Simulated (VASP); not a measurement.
Wanted: the native input for a VASP 6.6.1 run.

```yaml
Task: single point
Functional: PBE
Potentials_or_basis: VASP PAW PBE potentials, release 64 (B, P)
Cutoff: 520 eV
k_mesh: 8 × 8 × 8
Occupations: gaussian, width 0.01 eV
Spin: no spin polarisation
Dipole_correction: no
Further_INCAR_settings: ALGO = Normal; EDIFF = 1e-06; NBANDS = 11
```

The structure of BP lies in POSCAR:

```
BP
1.0
    0.0000000000      2.2967370773      2.2967370773
    2.2967370773      0.0000000000      2.2967370773
    2.2967370773      2.2967370773      0.0000000000
B P
1 1
Direct
    0.0000000000      0.0000000000      0.0000000000
    0.2500000000      0.2500000000      0.2500000000
```

This cell differs from its parent crystal: volume changed by +3%.

The input as run:

INCAR

```
PREC = Accurate
ENCUT = 520
EDIFF = 1E-6
ISMEAR = 0
SIGMA = 0.01
LREAL = False
LASPH = True
NELM = 80
ALGO = Normal
ISIF = 2
LWAVE = False
LCHARG = True
GGA = PE
LELF = True
LVHAR = True
NBANDS = 11
```

KPOINTS

```
regular mesh
0
Gamma
  8 8 8
```

Potentials or basis: VASP PAW PBE potentials, release 64 (B, P).

Launch:

```bash
$ cat potpaw_PBE.64/B/POTCAR potpaw_PBE.64/P/POTCAR > POTCAR
$ mpirun -np 1 vasp_std > vasp.out
```

Results of the run:

```yaml
Pressure: -4.7 GPa
Band_gap_on_the_k_mesh: 1.31 eV, indirect (least direct gap 3.35 eV)
```

Run time: 18 s on 1 thread of Intel Xeon 6975P-C, with other jobs on the host, peak memory 0.1 GiB.
